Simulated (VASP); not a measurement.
# BN (sol2) (P6_3mc) in VASP: a series of runs

The runs below take BN (sol2) through single point, with PBEsol.

All numbers are computed with VASP 6.6.1; they aren't measurements. Logs are shortened: lines on timing, memory, paths and dates and some standing lists are left out, and cuts for length are marked.

## Step 1: The cell of the first run

The structure is hexagonal, space group P6_3mc (No. 186). Conventional cell: a = 2.502 Å, b = 2.502 Å, c = 4.210 Å, α = 90.00°, β = 90.00°, γ = 120.00°. B (site symmetry 3m) has 4 N at 1.54 to 1.57 Å within 2.1 Å. Within 2.1 Å of N (site symmetry 3m) lie 4 B at 1.54 to 1.57 Å.

## Step 2: Single point, PBEsol (strained cell)

File INCAR:

```
SYSTEM = BN
ALGO = Normal ; EDIFF = 1E-6
ENCUT = 520 ; GGA = PS
ISIF = 2 ; ISMEAR = 0
LASPH = .TRUE. ; LCHARG = .TRUE.
LELF = .TRUE. ; LREAL = .FALSE.
LVHAR = .TRUE. ; LWAVE = .FALSE.
NBANDS = 16 ; NELM = 80
PREC = Accurate ; SIGMA = 0.02
```

File KPOINTS:

```
k-points
0
G
  9 9 6
  0 0 0
```

File POSCAR:

```
BN
1.0
    2.5024521521      0.0000000000      0.0000000000
   -1.2512260761      2.1671871355      0.0000000000
    0.0000000000      0.0000000000      4.2102962900
B N
2 2
Direct
    0.3333333333      0.6666666667      0.0000745351
    0.6666666667      0.3333333333      0.5000745351
    0.3333333333      0.6666666667      0.3739254649
    0.6666666667      0.3333333333      0.8739254649
```

Potentials or basis: VASP PAW PBE potentials, release 64 (B, N).

Run with:

```bash
$ cat potpaw_PBE.64/B/POTCAR potpaw_PBE.64/N/POTCAR > POTCAR
$ mpirun -np 1 vasp_std > vasp.out
```

OUTCAR:

```text
SYSTEM = BN
   EDIFF = 1E-6
   ENCUT = 520
   GGA = PS
   ISIF = 2
   ISMEAR = 0
   LASPH = .TRUE.
   LREAL = .FALSE.
   NELM = 80
   PREC = Accurate

 ion  position               nearest neighbor table
   1  0.333  0.667  0.000-   4 1.54   4 1.54   4 1.54   3 1.57
   2  0.667  0.333  0.500-   3 1.54   3 1.54   3 1.54   4 1.57
   3  0.333  0.667  0.374-   2 1.54   2 1.54   2 1.54   1 1.57
   4  0.667  0.333  0.874-   1 1.54   1 1.54   1 1.54   2 1.57

  LATTYP: Found a hexagonal cell.
 ALAT       =     2.5024521521
 C/A-ratio  =     1.6824682488

  Lattice vectors:

 A1 = (   2.5024521521,   0.0000000000,   0.0000000000)
 A2 = (  -1.2512260761,   2.1671871355,   0.0000000000)
 A3 = (   0.0000000000,   0.0000000000,   4.2102962900)

Analysis of symmetry for initial positions (statically):
=====================================================================
 Subroutine PRICEL returns:
 Original cell was already a primitive cell.

 Routine SETGRP: Setting up the symmetry group for a
 hexagonal supercell.

 Subroutine GETGRP returns: Found 12 space group operations
 (whereof  6 operations were pure point group operations)
 out of a pool of 24 trial point group operations.

The static configuration has the point symmetry C_3v.
 The point group associated with its full space group is C_6v.

Analysis of symmetry for dynamics (positions and initial velocities):
=====================================================================
 Subroutine PRICEL returns:
 Original cell was already a primitive cell.

 Routine SETGRP: Setting up the symmetry group for a
 hexagonal supercell.

 Subroutine GETGRP returns: Found 12 space group operations
 (whereof  6 operations were pure point group operations)
 out of a pool of 24 trial point group operations.

The dynamic configuration has the point symmetry C_3v.
 The point group associated with its full space group is C_6v.

 Subroutine INISYM returns: Found 12 space group operations
 (whereof  6 operations are pure point group operations),
 and found     1 'primitive' translations

----------------------------------------------------------------------------------------

                                     Primitive cell

  volume of cell :      22.8336

  direct lattice vectors                    reciprocal lattice vectors
     2.502452152  0.000000000  0.000000000     0.399608040  0.230713810  0.000000000
    -1.251226076  2.167187135  0.000000000     0.000000000  0.461427619  0.000000000
     0.000000000  0.000000000  4.210296290     0.000000000  0.000000000  0.237512976

  length of vectors
     2.502452152  2.502452152  4.210296290     0.461427619  0.461427619  0.237512976

  position of ions in fractional coordinates (direct lattice)
     0.333333333  0.666666667  0.000074535
     0.666666667  0.333333333  0.500074535
     0.333333333  0.666666667  0.373925465
     0.666666667  0.333333333  0.873925465

  ion indices of the primitive-cell ions
   primitive index   ion index
                 1           1
                 2           2
                 3           3
                 4           4

----------------------------------------------------------------------------------------

 KPOINTS: k-points

Automatic generation of k-mesh.
 Grid dimensions read from file:
 generate k-points for:    9    9    6

 Generating k-lattice:

  Cartesian coordinates                     Fractional coordinates (reciprocal lattice)
     0.044400893  0.025634868  0.000000000     0.111111111  0.000000000  0.000000000
     0.000000000  0.051269735  0.000000000     0.000000000  0.111111111  0.000000000
     0.000000000  0.000000000  0.039585496     0.000000000  0.000000000  0.166666667

  Length of vectors
     0.051269735  0.051269735  0.039585496

  Shift w.r.t. Gamma in fractional coordinates (k-lattice)
     0.000000000  0.000000000  0.000000000

 Subroutine IBZKPT returns following result:
 ===========================================

 Found     48 irreducible k-points:

 Following reciprocal coordinates:
            Coordinates               Weight
  0.000000  0.000000  0.000000      1.000000
  0.111111 -0.000000  0.000000      6.000000
  0.222222 -0.000000  0.000000      6.000000
  0.333333 -0.000000  0.000000      6.000000
  0.444444 -0.000000  0.000000      6.000000
  0.111111  0.111111  0.000000      6.000000
[... 16 lines left out ...]
  0.333333  0.222222  0.166667     24.000000
  0.333333  0.333333  0.166667      4.000000
 [... further k-points ...]
   k-points           NKPTS =     48   k-points in BZ     NKDIM =     48   number of bands    NBANDS=     16
   number of dos      NEDOS =    301   number of ions     NIONS =      4
   total plane-waves  NPLWV =  12800
   dimension x,y,z NGX =    20 NGY =   20 NGZ =   32
   dimension x,y,z NGXF=    40 NGYF=   40 NGZF=   64
   ions per type =               2   2
   NGX,Y,Z   is equivalent  to a cutoff of  13.29, 13.29, 12.64 a.u.
   NGXF,Y,Z  is equivalent  to a cutoff of  26.57, 26.57, 25.27 a.u.
 SYSTEM =  BN
   PREC   = accura    normal or accurate (medium, high low for compatibility)
   ISTART =      0    job   : 0-new  1-cont  2-samecut
   ICHARG =      2    charge: 1-file 2-atom 10-const
   ISPIN  =      1    spin polarized calculation?
   LNONCOLLINEAR =      F non collinear calculations
   LSORBIT =      F    spin-orbit coupling
   LASPH  =      T    aspherical Exc in radial PAW
   ENCUT  =  520.0 eV  38.22 Ry    6.18 a.u.   4.65  4.65  7.83*2*pi/ulx,y,z
   NELM   =     80;   NELMIN=  2; NELMDL= -5     # of ELM steps
   EDIFF  = 0.1E-05   stopping-criterion for ELM
   LREAL  =      F    real-space projection
   EDIFFG = 0.1E-04   stopping-criterion for IOM
   NSW    =      0    number of steps for IOM
   IBRION =     -1    ionic relax: 0-MD 1-quasi-New 2-CG
   NFREE  =      0    steps in history (QN), initial steepest desc. (CG)
   ISIF   =      2    stress and relaxation
   ISYM   =      2    0-nonsym 1-usesym 2-fastsym
   POTIM  = 0.5000    time-step for ionic-motion
   TEBEG  =    0.0;   TEEND  =   0.0 temperature during run
   PSTRESS=    0.0 pullay stress
   NELECT =      16.0000    total number of electrons
   NUPDOWN=      -1.0000    fix difference up-down
   EMIN   =  10.00;   EMAX   =-10.00  energy-range for DOS
   EFERMI =   0.00;   METHOD = LEGACY
   ISMEAR =     0;   SIGMA  =   0.02  broadening in eV -4-tet -1-fermi 0-gaus
   EFERMI_NEDOS =   21; number of points for ismear=-14 and -15
   IALGO  =     38    algorithm
   IMIX   =      4    mixing-type and parameters
     AMIX     =   0.40;   BMIX     =  1.00
     AMIX_MAG =   1.60;   BMIX_MAG =  1.00
  volume/ion in A,a.u.               =       5.71        38.52
  Fermi-wavevector in a.u.,A,eV,Ry     =   1.454085  2.747823 28.767668  2.114364
  Thomas-Fermi vector in A             =   2.571277
   LORBIT       =      0    0 simple, 1 ext, 2 COOP (PROOUT), +10 PAW based schemes
   GGA     = PS    functional components
   LHFCALC =     F    Hartree Fock is set to
   AEXX    =    0.0000 exact exchange contribution
   IVDW    =     0    specifies the selected vdW correction
   LEPSILON=     F    determine dielectric tensor
   LRPA    =     F    only Hartree local field effects (RPA)
 non-spin polarized calculation
 Gauss-broadening in eV      SIGMA  =   0.02
  energy-cutoff  :      520.00
  volume of cell :       22.83
 maximum number of plane-waves:       628
 NGX is ok and might be reduce to    20
   NGX =  9   NGY =  9   NGZ = 15

 number of electron      15.9999997 magnetization

 Free energy of the ion-electron system (eV)
  ---------------------------------------------------
  ext. energy  EPLUGINS =         0.00000000
  ---------------------------------------------------
  free energy    TOTEN  =       -36.58368154 eV

  energy without entropy =      -36.58368154  energy(sigma->0) =      -36.58368154

 E-fermi :   8.1715     XC(G=0): -13.1758

 val. band max:        7.9896456820   @ k =   0.0000   0.0000   0.0000
 cond. band min:      12.7791637679   @ k =   0.3333   0.3333   0.0000
 fundamental gap:      4.7895180859
 Fermi energy:         8.1715092319

 k-point     1 :       0.0000    0.0000    0.0000
  band No.  band energies     occupation
      1     -12.8783      2.00000
      2      -8.6677      2.00000
      3      -3.4345      2.00000
      4       5.8986      2.00000
      5       5.8987      2.00000
      6       7.5824      2.00000
[... 8 lines left out ...]
     15      20.1010      0.00000
     16      24.2676      0.00000

 k-point     2 :       0.1111   -0.0000    0.0000
  band No.  band energies     occupation
      1     -12.5976      2.00000
      2      -8.4469      2.00000
      3      -3.1561      2.00000
      4       4.6745      2.00000
      5       5.3898      2.00000
      6       6.9767      2.00000
[... 8 lines left out ...]
     15      20.9022      0.00000
     16      23.8359      0.00000

 k-point     3 :       0.2222   -0.0000    0.0000
  band No.  band energies     occupation
      1     -11.7705      2.00000
      2      -7.8386      2.00000
      3      -2.3410      2.00000
      4       2.0571      2.00000
      5       4.3636      2.00000
      6       4.7081      2.00000
[... 8 lines left out ...]
     15      22.7863      0.00000
     16      23.4208      0.00000

 k-point     4 :       0.3333   -0.0000    0.0000
  band No.  band energies     occupation
      1     -10.4619      2.00000
      2      -7.1054      2.00000
      3      -1.1101      2.00000
      4      -0.4805      2.00000
      5       2.2171      2.00000
      6       3.4505      2.00000
[... 8 lines left out ...]
     15      24.0610      0.00000
     16      24.7972      0.00000
[... 324 lines left out ...]
 k-point    22 :       0.2222    0.2222    0.1667
  band No.  band energies     occupation
      1      -9.5801      2.00000
      2      -7.0699      2.00000
      3      -0.7559      2.00000
      4       0.2841      2.00000
      5       0.9577      2.00000
      6       2.2985      2.00000
[... 8 lines left out ...]
     15      23.4695      0.00000
     16      24.6339      0.00000

 k-point    23 :       0.3333    0.2222    0.1667
  band No.  band energies     occupation
      1      -8.1818      2.00000
      2      -6.8837      2.00000
      3      -1.5009      2.00000
      4      -0.3403      2.00000
      5       0.7241      2.00000
      6       2.0286      2.00000
[... 8 lines left out ...]
     15      24.2486      0.00000
     16      24.8796      0.00000

 k-point    24 :       0.3333    0.3333    0.1667
  band No.  band energies     occupation
      1      -7.2107      2.00000
      2      -7.2107      2.00000
      3      -1.5231      2.00000
      4      -0.0777      2.00000
      5      -0.0777      2.00000
      6       1.7148      2.00000
[... 8 lines left out ...]
     15      24.4440      0.00000
     16      24.4440      0.00000

 [... further k-points ...]

------------------------ aborting loop because EDIFF is reached ----------------------------------------

  FORCE on cell =-STRESS in cart. coord.  units (eV):
  Direction    XX          YY          ZZ          XY          YZ          ZX
  --------------------------------------------------------------------------------------
  -------------------------------------------------------------------------------------
  Total        2.6197432      2.6197432      0.1058413     -0.0000000      0.0000000      0.0000000
  in kB      183.8207156    183.8207156      7.4266120     -0.0000000      0.0000000      0.0000000
  external PRESSURE =     125.0226810 kB  Pullay stress =       0.0000000 kB

 VOLUME and BASIS-vectors are now :
 -----------------------------------------------------------------------------
  energy-cutoff  :      520.00
  volume of cell :       22.83
      direct lattice vectors                 reciprocal lattice vectors
     2.502452152  0.000000000  0.000000000     0.399608040  0.230713810  0.000000000
    -1.251226076  2.167187135  0.000000000     0.000000000  0.461427619  0.000000000
     0.000000000  0.000000000  4.210296290     0.000000000  0.000000000  0.237512976

 POSITION                                       TOTAL-FORCE (eV/Angst)
 -----------------------------------------------------------------------------------
     -0.00000      1.44479      0.00031        -0.000000     -0.000000      0.010131
      1.25123      0.72240      2.10546        -0.000000      0.000000      0.010131
     -0.00000      1.44479      1.57434        -0.000000     -0.000000     -0.010131
      1.25123      0.72240      3.67949         0.000000      0.000000     -0.010131
 -----------------------------------------------------------------------------------
    total drift:                               -0.000000      0.000000     -0.000770

  FREE ENERGIE OF THE ION-ELECTRON SYSTEM (eV)
  ---------------------------------------------------
  free  energy   TOTEN  =       -36.5836815448 eV

  energy  without entropy=      -36.5836815448  energy(sigma->0) =      -36.58368154
```

Wall time 9.9 s (1 thread of Intel Xeon Platinum 8559C (Emerald Rapids), shared host); peak memory 0.13 GiB.

Results:

| Item | Value |
| --- | --- |
| Free energy | -36.5837 eV |
| Pressure | 12.5 GPa |
| Largest force | 0.010 eV/Å |
| Band gap on the k mesh | 4.79 eV, indirect (least direct gap 8.18 eV) |

Forces on the atoms (eV/Å):
```
B    0.000  0.000  0.010
B    0.000  0.000  0.010
N    0.000  0.000 -0.010
N    0.000  0.000 -0.010
```

Levels at points of the mesh, in eV from the valence-band top:
| k point | band 6 | band 7 | band 8 | band 9 | band 10 | band 11 |
| --- | --- | --- | --- | --- | --- | --- |
| (0.00, 0.00, 0.00) | -0.41 | 0.00 | 0.00 | 8.18 | 8.58 | 8.58 |
| (0.00, 0.00, 0.50) | -1.16 | -1.16 | -1.16 | 9.94 | 9.94 | 10.14 |

Caveat: the cell differs from its parent crystal (strained cell); the PAW data sets were made with another functional, which shifts forces and pressure a little. A k mesh can miss the band edges.

## Step 3: Single point, PBEsol (strained cell)

File INCAR:

```
PREC = Accurate
ENCUT = 520
EDIFF = 1E-6
ISMEAR = 0
SIGMA = 0.02
LREAL = F
LASPH = T
NELM = 60
ALGO = Normal
ISIF = 2
LWAVE = F
LCHARG = F
GGA = PS
NBANDS = 16
```

File KPOINTS:

```
regular mesh
0
Gamma
  9 9 6
```

POSCAR, as its differences from that of step 2:

```diff
@@ -4,3 +4,3 @@
    -1.2512260761      2.1671871355      0.0000000000
-    0.0000000000      0.0000000000      4.2102962900
+    0.0000000000      0.0000000000      4.2100964420
 B N
```

Potentials or basis: VASP PAW PBE potentials, release 64 (B, N).

Run with:

```bash
$ cat potpaw_PBE.64/B/POTCAR potpaw_PBE.64/N/POTCAR > POTCAR
$ mpirun -np 1 vasp_std > vasp.out
```

It took 8.6 s on 1 thread of Intel Xeon Platinum 8559C (Emerald Rapids), shared host; peak memory 0.13 GiB.

It converged, with:

- Free energy: -36.5837 eV
- Pressure: 12.5 GPa
- Largest force: 0.010 eV/Å
- Band gap on the k mesh: 4.79 eV, indirect (least direct gap 8.18 eV)

Forces in eV/Å, atoms in the order of the input:
```
B    0.000  0.000  0.010
B    0.000  0.000  0.010
N    0.000  0.000 -0.010
N    0.000  0.000 -0.010
```

Stress tensor (GPa, compression positive):
```
18.39  0.00  0.00
 0.00 18.39  0.00
 0.00  0.00  0.79
```

Levels at points of the mesh, in eV from the valence-band top:
| k point | band 6 | band 7 | band 8 | band 9 | band 10 | band 11 |
| --- | --- | --- | --- | --- | --- | --- |
| (0.00, 0.00, 0.00) | -0.41 | 0.00 | 0.00 | 8.18 | 8.58 | 8.58 |
| (0.00, 0.00, 0.50) | -1.16 | -1.16 | -1.16 | 9.94 | 9.94 | 10.14 |

Caveat: the cell differs from its parent crystal (strained cell); the PAW data sets were made with another functional, which shifts forces and pressure a little. A k mesh can miss the band edges.
